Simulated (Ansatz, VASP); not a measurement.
**Two plane-wave programs on B**

```xyz
8
Lattice="0.0058 -1.6894 -2.6622 -2.8948 1.7548 -2.6971 2.8522 1.7078 -2.6801" Properties=species:S:1:pos:R:3 pbc="T T T"
B    -1.4697    1.8327   -4.6179
B     0.1022    1.9855   -7.1754
B     0.0190    0.0187   -4.3132
B     1.2850    1.6572   -4.6766
B    -1.4958   -0.0337   -3.7933
B    -0.0274    1.7565   -3.3770
B    -0.0205    0.1128   -0.6458
B     1.4601   -0.2369   -3.5581
```

Change from the starting cell: iodine type (Cmce, No. 64); cell x4, atoms moved at random (sigma 0.15 Å) and cell strained at random (1.5 %), then relaxed without symmetry.

Alike in both runs: task relaxation of cell and atoms; functional PBE; k mesh 8 × 6 × 6; occupations gaussian, width 0.1 eV; no spin polarisation.

```csv
,VASP,Ansatz
version,VASP 6.6.1,Ansatz 0.2.0
potentials or method,"VASP PAW PBE potentials, release 64 (B), cutoff 600 eV","scalar-relativistic, plane waves, PAW"
valence electrons in the cell,24,24
```

|  | VASP | Ansatz | Ansatz less VASP |
| --- | --- | --- | --- |
| gap on the k mesh at the Fermi level, each at its own relaxed structure (eV) | none | none | - |
| relaxed volume (Å³/atom) | 6.58 | 6.58 | +0.002 |
| relaxed length of the cell vector where the two differ most in proportion (Å) | 4.324 | 4.325 | +0.0007 |

A gap of «none» marks a metal or a gap that the smearing closes.
